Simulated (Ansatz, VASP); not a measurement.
Two plane-wave programs on ZnCu2SnSe4

Contents of INCAR:

```
PREC = Accurate
ENCUT = 520
EDIFF = 1E-6
ISMEAR = -1
SIGMA = 0.02
LREAL = F
LASPH = T
NELM = 80
ALGO = Normal
ISIF = 2
LWAVE = F
LCHARG = F
GGA = PE
NBANDS = 46
```

KPOINTS

```
regular mesh
0
Gamma
  6 6 6
```

The input POSCAR:

```
ZnCu2SnSe4
1.0
   -2.9107341447      2.9107341447      5.8180815645
    2.9107341447     -2.9107341447      5.8180815645
    2.9107341447      2.9107341447     -5.8180815645
Cu Zn Sn Se
2 1 1 4
Direct
    0.0000000000      0.0000000000      0.0000000000
    0.7500000000      0.2500000000      0.5000000000
    0.2500000000      0.7500000000      0.5000000000
    0.5000000000      0.5000000000      0.0000000000
    0.1009140144      0.6294170945      0.9907029608
    0.3705829055      0.3612858664      0.4714969199
    0.6387141336      0.1102110536      0.0092970392
    0.8897889464      0.8990859856      0.5285030801
```

Input for Ansatz:

```yaml
crystal:
  lattice:
    - [-2.9107341447, 2.9107341447, 5.8180815645]
    - [2.9107341447, -2.9107341447, 5.8180815645]
    - [2.9107341447, 2.9107341447, -5.8180815645]
  atoms:
    - { symbol: Cu, position: [0.0, 0.0, 0.0] }
    - { symbol: Cu, position: [0.75, 0.25, 0.5] }
    - { symbol: Zn, position: [0.25, 0.75, 0.5] }
    - { symbol: Sn, position: [0.5, 0.5, 0.0] }
    - { symbol: Se, position: [0.1009140144, 0.6294170945, 0.9907029608] }
    - { symbol: Se, position: [0.3705829055, 0.3612858664, 0.4714969199] }
    - { symbol: Se, position: [0.6387141336, 0.1102110536, 0.0092970392] }
    - { symbol: Se, position: [0.8897889464, 0.8990859856, 0.5285030801] }
kpoints:
  mp_grid: { grid: [6, 6, 6] }
hamiltonian:
  xc: pbe
scf:
  occupations: { method: fermi_dirac, width: 0.02 }
  n_extra_bands: 6
output:
  forces: true
  stress: true
  eigenvalues: true
```

Alike in both runs: task single point; functional PBE; k mesh 6 × 6 × 6; occupations fermi-dirac, width 0.02 eV; no spin polarisation.

|  | VASP | Ansatz |
| --- | --- | --- |
| version | VASP 6.6.1 | Ansatz 0.2.0 |
| potentials or method | VASP PAW PBE potentials, release 64 (Cu, Zn, Sn_d, Se) | plane waves, PAW |
| plane-wave cutoff (eV) | 520 | 420 |
| valence electrons in the cell | 72 | 128 |

|  | VASP | Ansatz | Ansatz less VASP |
| --- | --- | --- | --- |
| pressure (GPa) | -1.4 | -1.6 | -0.14 |
| rms of the force components (eV/Å) | 0.023 | 0.016 | -0.0066 |

Atom by atom the forces differ by 0.007 eV/Å (rms over components). With one functional, cell and mesh, what is left measures potentials, basis and numerics. VASP's potentials hold 72 valence electrons a cell and Ansatz's 128, so a difference there can come from the potentials and not from the codes.
